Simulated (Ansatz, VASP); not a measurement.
**Two plane-wave programs on PtSe2**

Contents of INCAR:

```
SYSTEM = PtSe2
PREC = Accurate
ENCUT = 520
EDIFF = 1E-7
ISMEAR = 0
SIGMA = 0.05
LREAL = .False.
LASPH = .True.
NELM = 80
ALGO = Normal
ISIF = 2
LWAVE = .False.
LCHARG = .False.
LDIPOL = .True.
IDIPOL = 3
DIPOL = 0.5 0.5 0.386
GGA = PE
IVDW = 12
NBANDS = 31
```

KPOINTS

```
regular mesh
0
Gamma
  9 9 1
  0 0 0
```

File POSCAR:

```
PtSe2
1.0
    3.7070358307      0.0000000000      0.0000000000
   -1.8535179153      3.2103872021      0.0000000000
    0.0000000000      0.0000000000     22.7981611688
Se Pt
4 2
Direct
    0.6666666667      0.3333333333      0.1973843402
    0.3333333333      0.6666666667      0.3135814565
    0.5000000000      1.3333333333      0.4587686045
    0.1666666667      1.6666666667      0.5749657208
    0.0000000000      0.0000000000      0.2554828983
   -0.1666666667      1.0000000000      0.5168671626
```

Input for Ansatz:

```yaml
crystal:
  lattice:
    - [3.7070358307, 0.0, 0.0]
    - [-1.8535179153, 3.2103872021, 0.0]
    - [0.0, 0.0, 22.7981611688]
  atoms:
    - { symbol: Se, position: [0.6666666667, 0.3333333333, 0.1973843402] }
    - { symbol: Pt, position: [0.0, 0.0, 0.2554828983] }
    - { symbol: Se, position: [0.3333333333, 0.6666666667, 0.3135814565] }
    - { symbol: Se, position: [0.5, 1.3333333333, 0.4587686045] }
    - { symbol: Pt, position: [-0.1666666667, 1.0, 0.5168671626] }
    - { symbol: Se, position: [0.1666666667, 1.6666666667, 0.5749657208] }
basis:
  ecutwfc: 420
kpoints:
  mp_grid: { grid: [9, 9, 1] }
hamiltonian:
  xc: pbe
  pseudopotentials: { kind: paw, azcp: { folder: soft_1 } }
  dispersion: d3bj
scf:
  occupations: { method: gaussian, width: 0.05 }
output:
  forces: true
  eigenvalues: true
efield:
  axis: 3
  dipole_correction: true
  ramp_width: 0.04
```

Alike in both runs: task single point; functional PBE; dispersion D3(BJ); k mesh 9 × 9 × 1; occupations gaussian, width 0.05 eV; no spin polarisation.

```csv
,VASP,Ansatz
version,VASP 6.6.1,Ansatz 0.2.0
potentials or method,"VASP PAW PBE potentials, release 64 (Se, Pt), cutoff 520 eV","scalar-relativistic, plane waves, PAW"
valence electrons in the cell,44,100
```

```tsv
	VASP	Ansatz	Ansatz less VASP
gap on the k mesh at the Fermi level (eV)	0.86	0.86	+0.008
least direct gap on the mesh (eV)	1.06	1.07	+0.009
rms of the force components (eV/Å)	0.042	0.042	+0.0001
```

VASP's potentials hold 44 valence electrons a cell and Ansatz's 100, so a difference there can come from the potentials and not from the codes.

Neither program's run includes spin-orbit coupling.
